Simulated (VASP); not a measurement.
Set up this calculation in VASP 6.6.1, as the native input.

```yaml
Task: single point
Functional: PBE
Potentials_or_basis: VASP PAW PBE potentials, release 64 (Al, C)
Cutoff: 600 eV
k_mesh: 22 × 22 × 22
Occupations: gaussian, width 0.1 eV
Spin: no spin polarisation
Dipole_correction: no
Further_INCAR_settings: ALGO = Normal; EDIFF = 1e-06; NBANDS = 10
```

The structure of AlC lies in POSCAR:

```
AlC
1.0
    0.0000000000      2.1348278064      2.1348278064
    2.1348278064      0.0000000000      2.1348278064
    2.1348278064      2.1348278064      0.0000000000
Al C
1 1
Direct
    0.0000000000      0.0000000000      0.0000000000
    0.5000000000      0.5000000000      0.5000000000
```

The cell was built from a structure type or drawn by symmetry, and may not be a known phase.

These files were run (other wordings do the same):

INCAR

```
SYSTEM = AlC
PREC     = Accurate       ! precision mode
ENCUT    = 600            ! plane-wave cutoff, eV
EDIFF    = 1E-6           ! SCF threshold, eV
ISMEAR   = 0              ! smearing method
SIGMA    = 0.1            ! smearing width, eV
LREAL    = .FALSE.        ! projectors in reciprocal space
LASPH    = .TRUE.         ! aspherical terms in the spheres
NELM     = 120            ! most SCF steps
ALGO     = Normal         ! electronic algorithm
ISIF     = 2              ! what is computed and relaxed
LWAVE    = .FALSE.        ! write WAVECAR
LCHARG   = .TRUE.         ! write CHGCAR
GGA      = PE             ! functional
LELF     = .TRUE.         ! ELF
LVHAR    = .TRUE.       
NBANDS   = 10             ! bands
GGA_COMPAT= .FALSE.
```

KPOINTS

```
Automatic mesh
0
G
  22 22 22
  0 0 0
```

Potentials or basis: VASP PAW PBE potentials, release 64 (Al, C).

The run is started by

```bash
$ cat potpaw_PBE.64/Al/POTCAR potpaw_PBE.64/C/POTCAR > POTCAR
$ mpirun -np 1 vasp_std > vasp.out
```

Results of the run:

```yaml
Pressure: -0.2 GPa
Band_gap_on_the_k_mesh: zero (an odd number of electrons rules out a gap without spin polarisation)
```

Wall time 66 s on 1 thread of Intel Xeon 8259CL, on a shared host, peak memory 0.2 GiB.
